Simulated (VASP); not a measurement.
# Hf (P6_3/mmc) in VASP: further runs

Hf is run at these levels: LDA; tasks: single point.

Everything below comes from runs of VASP 6.6.1. Logs are shortened: lines on timing, memory, paths and dates and some standing lists are left out, and cuts for length are marked.

## (1) The cell of the first run

It takes space group P6_3/mmc (No. 194, hexagonal). The conventional cell has a = 3.197 Å, b = 3.197 Å, c = 5.058 Å, α = 90.00°, β = 90.00°, γ = 120.00°. Within 4.1 Å of Hf (site symmetry -6m2) lie 12 Hf at 3.13 to 3.20 Å.

## (2) Single point, LDA, collinear spin, ferromagnetic start

File INCAR:

```
PREC     = Accurate       # precision mode
ENCUT    = 520            # plane-wave cutoff, eV
EDIFF    = 1E-6           # SCF threshold, eV
ISMEAR   = -1             # smearing method
SIGMA    = 0.05           # smearing width, eV
LREAL    = F              # projectors in reciprocal space
LASPH    = T              # aspherical terms in the spheres
NELM     = 150            # most SCF steps
ALGO     = Normal         # electronic algorithm
ISIF     = 2              # what is computed and relaxed
LWAVE    = F              # write WAVECAR
LCHARG   = F              # write CHGCAR
ISPIN    = 2              # spin polarisation
MAGMOM   = 0.9 0.9        # initial moments
LORBIT   = 11             # projections on sites
NUPDOWN  = 1.8            # fixed moment
LMAXMIX  = 4              # l up to which the mixer works
NBANDS   = 21             # bands
```

File KPOINTS:

```
regular mesh
0
Gamma
  12 12 7
```

File POSCAR:

```
Hf
1.0
    3.1967000000      0.0000000000      0.0000000000
   -1.5983500000      2.7684234083      0.0000000000
    0.0000000000      0.0000000000      5.0578000000
Hf
2
Direct
    0.3333333333      0.6666666667      0.2500000000
    0.6666666667      0.3333333333      0.7500000000
```

Potentials or basis: VASP PAW LDA potentials, release 64 (Hf_pv).

On the command line:

```sh
> cat potpaw_LDA.64/Hf_pv/POTCAR > POTCAR
> mpirun -np 1 vasp_std > vasp.out
```

OUTCAR:

```text
PREC = Accurate
   ENCUT = 520
   EDIFF = 1E-6
   ISMEAR = -1
   LREAL = F
   LASPH = T
   NELM = 150
   ISIF = 2
   ISPIN = 2
   LORBIT = 11
   NUPDOWN = 1.8

 ion  position               nearest neighbor table
   1  0.333  0.667  0.250-   2 3.13   2 3.13   2 3.13   2 3.13   2 3.13   2 3.13
   2  0.667  0.333  0.750-   1 3.13   1 3.13   1 3.13   1 3.13   1 3.13   1 3.13

  LATTYP: Found a hexagonal cell.
 ALAT       =     3.1967000000
 C/A-ratio  =     1.5821941377

  Lattice vectors:

 A1 = (   3.1967000000,   0.0000000000,   0.0000000000)
 A2 = (  -1.5983500000,   2.7684234083,   0.0000000000)
 A3 = (   0.0000000000,   0.0000000000,   5.0578000000)

Analysis of symmetry for initial positions (statically):
=====================================================================
 Subroutine PRICEL returns:
 Original cell was already a primitive cell.

 Routine SETGRP: Setting up the symmetry group for a
 hexagonal supercell.

 Subroutine GETGRP returns: Found 24 space group operations
 (whereof 12 operations were pure point group operations)
 out of a pool of 24 trial point group operations.

The static configuration has the point symmetry D_3d.
 The point group associated with its full space group is D_6h.

Analysis of symmetry for dynamics (positions and initial velocities):
=====================================================================
 Subroutine PRICEL returns:
 Original cell was already a primitive cell.

 Routine SETGRP: Setting up the symmetry group for a
 hexagonal supercell.

 Subroutine GETGRP returns: Found 24 space group operations
 (whereof 12 operations were pure point group operations)
 out of a pool of 24 trial point group operations.

The dynamic configuration has the point symmetry D_3d.
 The point group associated with its full space group is D_6h.

Analysis of structural, dynamic, and magnetic symmetry:
=====================================================================
 Subroutine PRICEL returns:
 Original cell was already a primitive cell.

 Routine SETGRP: Setting up the symmetry group for a
 hexagonal supercell.

 Subroutine GETGRP returns: Found 24 space group operations
 (whereof 12 operations were pure point group operations)
 out of a pool of 24 trial point group operations.

The overall configuration has the point symmetry D_3d.
 The point group associated with its full space group is D_6h.

 Subroutine INISYM returns: Found 24 space group operations
 (whereof 12 operations are pure point group operations),
 and found     1 'primitive' translations

----------------------------------------------------------------------------------------

                                     Primitive cell

  volume of cell :      44.7606

  direct lattice vectors                    reciprocal lattice vectors
     3.196700000  0.000000000  0.000000000     0.312822598  0.180608211  0.000000000
    -1.598350000  2.768423408  0.000000000     0.000000000  0.361216423  0.000000000
     0.000000000  0.000000000  5.057800000     0.000000000  0.000000000  0.197714421

  length of vectors
     3.196700000  3.196700000  5.057800000     0.361216423  0.361216423  0.197714421

  position of ions in fractional coordinates (direct lattice)
     0.333333333  0.666666667  0.250000000
     0.666666667  0.333333333  0.750000000

  ion indices of the primitive-cell ions
   primitive index   ion index
                 1           1
                 2           2

----------------------------------------------------------------------------------------

 KPOINTS: regular mesh

Automatic generation of k-mesh.
 Grid dimensions read from file:
 generate k-points for:   12   12    7

 Generating k-lattice:

  Cartesian coordinates                     Fractional coordinates (reciprocal lattice)
     0.026068550  0.015050684  0.000000000     0.083333333  0.000000000  0.000000000
     0.000000000  0.030101369  0.000000000     0.000000000  0.083333333  0.000000000
     0.000000000  0.000000000  0.028244917     0.000000000  0.000000000  0.142857143

  Length of vectors
     0.030101369  0.030101369  0.028244917

  Shift w.r.t. Gamma in fractional coordinates (k-lattice)
     0.000000000  0.000000000  0.000000000

 Subroutine IBZKPT returns following result:
 ===========================================

 Found     76 irreducible k-points:

 Following reciprocal coordinates:
            Coordinates               Weight
  0.000000  0.000000  0.000000      1.000000
  0.083333  0.000000  0.000000      6.000000
  0.166667 -0.000000  0.000000      6.000000
  0.250000 -0.000000  0.000000      6.000000
  0.333333  0.000000  0.000000      6.000000
  0.416667  0.000000  0.000000      6.000000
[... 16 lines left out ...]
  0.250000 -0.000000  0.142857     12.000000
  0.333333  0.000000  0.142857     12.000000
 [... further k-points ...]
   k-points           NKPTS =     76   k-points in BZ     NKDIM =     76   number of bands    NBANDS=     21
   number of dos      NEDOS =    301   number of ions     NIONS =      2
   total plane-waves  NPLWV =  23040
   dimension x,y,z NGX =    24 NGY =   24 NGZ =   40
   dimension x,y,z NGXF=    48 NGYF=   48 NGZF=   80
   ions per type =               2
   NGX,Y,Z   is equivalent  to a cutoff of  12.48, 12.48, 13.15 a.u.
   NGXF,Y,Z  is equivalent  to a cutoff of  24.96, 24.96, 26.30 a.u.
 SYSTEM =  unknown system
   PREC   = accura    normal or accurate (medium, high low for compatibility)
   ISTART =      0    job   : 0-new  1-cont  2-samecut
   ICHARG =      2    charge: 1-file 2-atom 10-const
   ISPIN  =      2    spin polarized calculation?
   LNONCOLLINEAR =      F non collinear calculations
   LSORBIT =      F    spin-orbit coupling
   LASPH  =      T    aspherical Exc in radial PAW
   ENCUT  =  520.0 eV  38.22 Ry    6.18 a.u.   5.94  5.94  9.40*2*pi/ulx,y,z
   NELM   =    150;   NELMIN=  2; NELMDL= -5     # of ELM steps
   EDIFF  = 0.1E-05   stopping-criterion for ELM
   LREAL  =      F    real-space projection
   EDIFFG = 0.1E-04   stopping-criterion for IOM
   NSW    =      0    number of steps for IOM
   IBRION =     -1    ionic relax: 0-MD 1-quasi-New 2-CG
   NFREE  =      0    steps in history (QN), initial steepest desc. (CG)
   ISIF   =      2    stress and relaxation
   ISYM   =      2    0-nonsym 1-usesym 2-fastsym
   POTIM  = 0.5000    time-step for ionic-motion
   TEBEG  =    0.0;   TEEND  =   0.0 temperature during run
   PSTRESS=    0.0 pullay stress
   NELECT =      20.0000    total number of electrons
   NUPDOWN=       1.8000    fix difference up-down
   EMIN   =  10.00;   EMAX   =-10.00  energy-range for DOS
   EFERMI =   0.00;   METHOD = LEGACY
   ISMEAR =    -1;   SIGMA  =   0.05  broadening in eV -4-tet -1-fermi 0-gaus
   EFERMI_NEDOS =   21; number of points for ismear=-14 and -15
   IALGO  =     38    algorithm
   IMIX   =      4    mixing-type and parameters
     AMIX     =   0.40;   BMIX     =  1.00
     AMIX_MAG =   1.60;   BMIX_MAG =  1.00
  volume/ion in A,a.u.               =      22.38       151.03
  Fermi-wavevector in a.u.,A,eV,Ry     =   1.251563  2.365112 21.312311  1.566411
  Thomas-Fermi vector in A             =   2.385505
   LORBIT       =     11    0 simple, 1 ext, 2 COOP (PROOUT), +10 PAW based schemes
   GGA     = CA    functional components
   LHFCALC =     F    Hartree Fock is set to
   AEXX    =    0.0000 exact exchange contribution
   IVDW    =     0    specifies the selected vdW correction
   LEPSILON=     F    determine dielectric tensor
   LRPA    =     F    only Hartree local field effects (RPA)
 spin polarized calculation
  energy-cutoff  :      520.00
  volume of cell :       44.76
 maximum number of plane-waves:      1224
 NGX is ok and might be reduce to    24
   NGX = 11   NGY = 11   NGZ = 19

 number of electron      20.0000004 magnetization       1.8000000

 Free energy of the ion-electron system (eV)
  ---------------------------------------------------
  ext. energy  EPLUGINS =         0.00000000
  ---------------------------------------------------
  free energy    TOTEN  =       -20.74517586 eV

  energy without entropy =      -20.71710515  energy(sigma->0) =      -20.73114050

 E-fermi :   4.1536     XC(G=0): -11.4523

 val. band max:        5.1823620636   @ k =   0.1667   0.1667   0.0000
 cond. band min:       4.1685531992   @ k =   0.4167   0.0000   0.2857
 fundamental gap:     -1.0138088645
 Fermi energy:         5.1840535744

 spin component 1

 k-point     1 :       0.0000    0.0000    0.0000
  band No.  band energies     occupation
      1     -26.1899      1.00000
      2     -25.4905      1.00000
      3     -25.4905      1.00000
      4     -25.3580      1.00000
      5     -25.3580      1.00000
      6     -25.2888      1.00000
[... 13 lines left out ...]
     20      15.6794      0.00000
     21      16.6609      0.00000
[... 529 lines left out ...]
 k-point    24 :       0.3333    0.0000    0.1429
  band No.  band energies     occupation
      1     -26.0143      1.00000
      2     -25.8584      1.00000
      3     -25.7996      1.00000
      4     -25.6194      1.00000
      5     -25.4364      1.00000
      6     -25.4244      1.00000
[... 13 lines left out ...]
     20      16.1958      0.00000
     21      16.6827      0.00000

 [... further k-points ...]

 spin component 2

 k-point     1 :       0.0000    0.0000    0.0000
  band No.  band energies     occupation
      1     -25.8976      1.00000
      2     -25.2344      1.00000
      3     -25.2344      1.00000
      4     -25.1052      1.00000
      5     -25.1052      1.00000
      6     -25.0196      1.00000
[... 13 lines left out ...]
     20      16.2623      0.00000
     21      16.8907      0.00000
[... 529 lines left out ...]
 k-point    24 :       0.3333    0.0000    0.1429
  band No.  band energies     occupation
      1     -25.7362      1.00000
      2     -25.5871      1.00000
      3     -25.5295      1.00000
      4     -25.3601      1.00000
      5     -25.1817      1.00000
      6     -25.1529      1.00000
[... 13 lines left out ...]
     20      16.6513      0.00000
     21      16.8972      0.00000

 [... further k-points ...]

------------------------ aborting loop because EDIFF is reached ----------------------------------------

  FORCE on cell =-STRESS in cart. coord.  units (eV):
  Direction    XX          YY          ZZ          XY          YZ          ZX
  --------------------------------------------------------------------------------------
  -------------------------------------------------------------------------------------
  Total       -1.9013513     -1.9013513     -0.6158461      0.0000000     -0.0000000      0.0000000
  in kB      -68.0576424    -68.0576424    -22.0438134      0.0000000     -0.0000000      0.0000000
  external PRESSURE =     -52.7196994 kB  Pullay stress =       0.0000000 kB

 VOLUME and BASIS-vectors are now :
 -----------------------------------------------------------------------------
  energy-cutoff  :      520.00
  volume of cell :       44.76
      direct lattice vectors                 reciprocal lattice vectors
     3.196700000  0.000000000  0.000000000     0.312822598  0.180608211  0.000000000
    -1.598350000  2.768423408  0.000000000     0.000000000  0.361216423  0.000000000
     0.000000000  0.000000000  5.057800000     0.000000000  0.000000000  0.197714421

 POSITION                                       TOTAL-FORCE (eV/Angst)
 -----------------------------------------------------------------------------------
     -0.00000      1.84562      1.26445         0.000000     -0.000000      0.000000
      1.59835      0.92281      3.79335        -0.000000      0.000000      0.000000
 -----------------------------------------------------------------------------------
    total drift:                               -0.000000      0.000000     -0.000000

  FREE ENERGIE OF THE ION-ELECTRON SYSTEM (eV)
  ---------------------------------------------------
  free  energy   TOTEN  =       -20.7451758608 eV

  energy  without entropy=      -20.7171051451  energy(sigma->0) =      -20.73114050

 total charge

# of ion       s       p       d       tot
------------------------------------------
    1        0.397   6.370   1.599   8.366
    2        0.397   6.370   1.599   8.366
--------------------------------------------------
tot          0.794  12.739   3.199  16.732

 magnetization (x)

# of ion       s       p       d       tot
------------------------------------------
    1        0.009   0.141   0.477   0.626
    2        0.009   0.141   0.477   0.626
--------------------------------------------------
tot          0.018   0.282   0.953   1.253
```

Wall time 41 s (1 thread of Intel Xeon 6975P-C (Granite Rapids), shared host); peak memory 0.22 GiB.

Results:

* Free energy: -20.7452 eV
* Pressure: -5.3 GPa
* Net moment: 1.80 μB per cell
* Site moments: Hf +0.63 μB
* Valence electrons inside the program's atomic spheres: Hf 8.37

Caveat: spin-orbit coupling is left out, which moves the levels of the heavy elements; the total moment is fixed, so each spin has its own Fermi level.

## (3) Single point, LDA, collinear spin, ferromagnetic start

File INCAR:

```
PREC = Accurate
ENCUT = 520
EDIFF = 1E-6
ISMEAR = -1
SIGMA = 0.05
LREAL = F
LASPH = T
NELM = 150
ALGO = Normal
ISIF = 2
LWAVE = F
LCHARG = F
ISPIN = 2
MAGMOM = 1.2 1.2
LORBIT = 11
NUPDOWN = 2.4
LMAXMIX = 4
NBANDS = 21
```

KPOINTS is that of step 2.

POSCAR is that of step 2.

Potentials or basis: VASP PAW LDA potentials, release 64 (Hf_pv).

On the command line:

```sh
> cat potpaw_LDA.64/Hf_pv/POTCAR > POTCAR
> mpirun -np 1 vasp_std > vasp.out
```

OUTCAR:

```text
PREC = Accurate
   ENCUT = 520
   EDIFF = 1E-6
   ISMEAR = -1
   LREAL = F
   LASPH = T
   NELM = 150
   ISIF = 2
   ISPIN = 2
   LORBIT = 11
   NUPDOWN = 2.4

 ion  position               nearest neighbor table
   1  0.333  0.667  0.250-   2 3.13   2 3.13   2 3.13   2 3.13   2 3.13   2 3.13
   2  0.667  0.333  0.750-   1 3.13   1 3.13   1 3.13   1 3.13   1 3.13   1 3.13

  LATTYP: Found a hexagonal cell.
 ALAT       =     3.1967000000
 C/A-ratio  =     1.5821941377

  Lattice vectors:
[... 1370 lines left out ...]
  in kB      -60.3342037    -60.3342037      6.3518279      0.0000000     -0.0000000      0.0000000
  external PRESSURE =     -38.1055265 kB  Pullay stress =       0.0000000 kB

 VOLUME and BASIS-vectors are now :
 -----------------------------------------------------------------------------
  energy-cutoff  :      520.00
  volume of cell :       44.76
      direct lattice vectors                 reciprocal lattice vectors
     3.196700000  0.000000000  0.000000000     0.312822598  0.180608211  0.000000000
    -1.598350000  2.768423408  0.000000000     0.000000000  0.361216423  0.000000000
     0.000000000  0.000000000  5.057800000     0.000000000  0.000000000  0.197714421

 POSITION                                       TOTAL-FORCE (eV/Angst)
 -----------------------------------------------------------------------------------
     -0.00000      1.84562      1.26445        -0.000000     -0.000000      0.000000
      1.59835      0.92281      3.79335         0.000000      0.000000      0.000000
 -----------------------------------------------------------------------------------
    total drift:                               -0.000000      0.000000     -0.000000

  FREE ENERGIE OF THE ION-ELECTRON SYSTEM (eV)
  ---------------------------------------------------
  free  energy   TOTEN  =       -20.4103743348 eV

  energy  without entropy=      -20.3843224138  energy(sigma->0) =      -20.39734837

 total charge

# of ion       s       p       d       tot
------------------------------------------
    1        0.397   6.367   1.609   8.373
    2        0.397   6.367   1.609   8.373
--------------------------------------------------
tot          0.794  12.733   3.218  16.745

 magnetization (x)

# of ion       s       p       d       tot
------------------------------------------
    1        0.013   0.184   0.637   0.835
    2        0.013   0.184   0.637   0.835
--------------------------------------------------
tot          0.027   0.368   1.275   1.670
```

OSZICAR:

```text
N       E                     dE             d eps       ncg     rms          rms(c)
DAV:   1     0.593618791372E+02    0.59362E+02   -0.10394E+04  6384   0.880E+02
DAV:   2    -0.185384528625E+02   -0.77900E+02   -0.75010E+02  7770   0.230E+02
DAV:   3    -0.208992958074E+02   -0.23608E+01   -0.23301E+01  7972   0.264E+01
DAV:   4    -0.209160908016E+02   -0.16795E-01   -0.16785E-01  7847   0.258E+00
DAV:   5    -0.209162394443E+02   -0.14864E-03   -0.14864E-03  8035   0.219E-01    0.669E+01
DAV:   6    -0.205673245197E+02    0.34891E+00   -0.42098E-01  7542   0.321E+00    0.397E+01
DAV:   7    -0.204428837912E+02    0.12444E+00   -0.21687E-01  7802   0.242E+00    0.225E+01
DAV:   8    -0.204121559544E+02    0.30728E-01   -0.13069E-01  7684   0.178E+00    0.154E+00
DAV:   9    -0.204109785121E+02    0.11774E-02   -0.11765E-02  7659   0.536E-01    0.624E-01
DAV:  10    -0.204103095243E+02    0.66899E-03   -0.41623E-03  7656   0.364E-01    0.139E-01
DAV:  11    -0.204103773946E+02   -0.67870E-04   -0.11268E-04  7772   0.646E-02    0.415E-02
DAV:  12    -0.204103743014E+02    0.30932E-05   -0.88458E-06  7870   0.163E-02    0.274E-02
DAV:  13    -0.204103743348E+02   -0.33468E-07   -0.17472E-06  6994   0.715E-03
   1 F= -.20410374E+02 E0= -.20397348E+02  d E =-.260519E-01  mag=     2.4000
```

stdout:

```text
POSCAR found type information on POSCAR Hf
 POSCAR found :  1 types and       2 ions
 scaLAPACK will be used
 LDA part: xc-table for (Slater(with rela. corr.)+CA(PZ))
 , standard interpolation
 POSCAR, INCAR and KPOINTS ok, starting setup
 FFT: planning ... GRIDC
 FFT: planning ... GRID_SOFT
 FFT: planning ... GRID
 WAVECAR not read
 entering main loop
```

It took 41 s on 1 thread of Intel Xeon 6975P-C (Granite Rapids), shared host; peak memory 0.22 GiB.

Results:

| Quantity | Value |
| --- | --- |
| Free energy | -20.4104 eV |
| Pressure | -3.8 GPa |
| Net moment | 2.40 μB per cell |
| Site moments | Hf +0.83 μB |
| Valence electrons inside the program's atomic spheres | Hf 8.37 |

Stress tensor (GPa, compression positive):
```
-6.03  0.00  0.00
 0.00 -6.03  0.00
 0.00  0.00  0.64
```

Caveat: spin-orbit coupling is left out, which moves the levels of the heavy elements; the total moment is fixed, so each spin has its own Fermi level.
